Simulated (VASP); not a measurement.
CO:

```
CELL_PARAMETERS angstrom
3.39223 0.00000 0.00000
0.00000 3.39223 0.00000
0.00000 0.00000 4.28637
ATOMIC_POSITIONS crystal
C 0.00000 0.50000 0.23510
C 0.50000 0.00000 0.76490
O 0.00000 0.00000 0.00000
O 0.50000 0.50000 0.00000
```

* Program: VASP 6.6.1
* Task: relaxation of cell and atoms
* Functional: PBE
* Potentials or basis: VASP PAW PBE potentials, release 64 (C, O)
* Cutoff: 600 eV
* k mesh: 6 × 6 × 4
* Occupations: gaussian, width 0.1 eV
* Spin: no spin polarisation

At the start: pressure -22.0 GPa; volume 12.33 Å³/atom.

Question: Where does the relaxation end?

Answer: Over 10 steps the energy falls by 401.8 meV/atom and the volume is 9.34 Å³/atom (-24.3 %); space group P4/nmm (No. 129, to 0.1 Å) before and after.

The path:
```csv
step,energy change (eV),largest force (eV/Å),pressure (GPa),volume (Å³)
1,0.0000,3.1123,-21.96,49.32
2,-1.5256,0.7098,-2.10,38.21
3,-1.5470,0.5306,1.92,36.99
4,-1.5470,0.5184,2.71,36.77
5,-1.6056,0.1539,0.57,37.23
6,-1.6057,0.1263,0.62,37.22
7,-1.6057,0.1053,0.65,37.21
8,-1.6068,0.0334,-0.35,37.41
9,-1.6068,0.0179,-0.24,37.38
10,-1.6073,0.0199,-0.35,37.35
```

Final structure:
```yaml
crystal:
  lattice:
    - [3.11966, 0.00000, 0.00000]
    - [0.00000, 3.11966, 0.00000]
    - [0.00000, 0.00000, 3.83727]
  atoms:
    - { symbol: C, position: [0.00000, 0.50000, 0.18820] }
    - { symbol: C, position: [0.50000, 0.00000, 0.81180] }
    - { symbol: O, position: [0.00000, 0.00000, 0.00000] }
    - { symbol: O, position: [0.50000, 0.50000, 0.00000] }
```

Caveat: the k points lie up to 0.41 Å⁻¹ apart in the final cell; the volume moved by over 15 % at a fixed basis, so the end points are rough.
